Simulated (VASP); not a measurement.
BN, 12 atoms in the cell. The typed cell holds 12 atoms: a = 2.554 Å, b = 2.554 Å, c = 12.722 Å, α = 87.70°, β = 85.39°, γ = 60.00°.  This cell differs from its parent crystal: the part above a cut slid along it.

- Program: VASP 6.6.1
- Task: single point
- Functional: r2SCAN
- Potentials or basis: VASP PAW PBE potentials, release 64 (B, N)
- Cutoff: 520 eV
- k mesh: 10 × 10 × 2
- Occupations: gaussian, width 0.05 eV
- Spin: no spin polarisation
- Dipole correction: no
- Further INCAR settings: ALGO = Normal; EDIFF = 1e-07; NBANDS = 36

Potentials or basis: VASP PAW PBE potentials, release 64 (B, N).

Run with:

```sh
$ cat potpaw_PBE.64/B/POTCAR potpaw_PBE.64/N/POTCAR > POTCAR
$ cp INCAR.step1 INCAR
$ mpirun -np 1 vasp_std > vasp.out
$ cp INCAR.step2 INCAR
$ mpirun -np 1 vasp_std > vasp.out
```

Hardware: 1 thread of Oxide Virtual Turin-like Processor, with other jobs on the host.

**Question.** How long does it take, and how much memory?

**Answer.** Wall time 16 min on 1 thread of Oxide Virtual Turin-like Processor, with other jobs on the host, peak memory 0.28 GiB. Counts: k points 104.
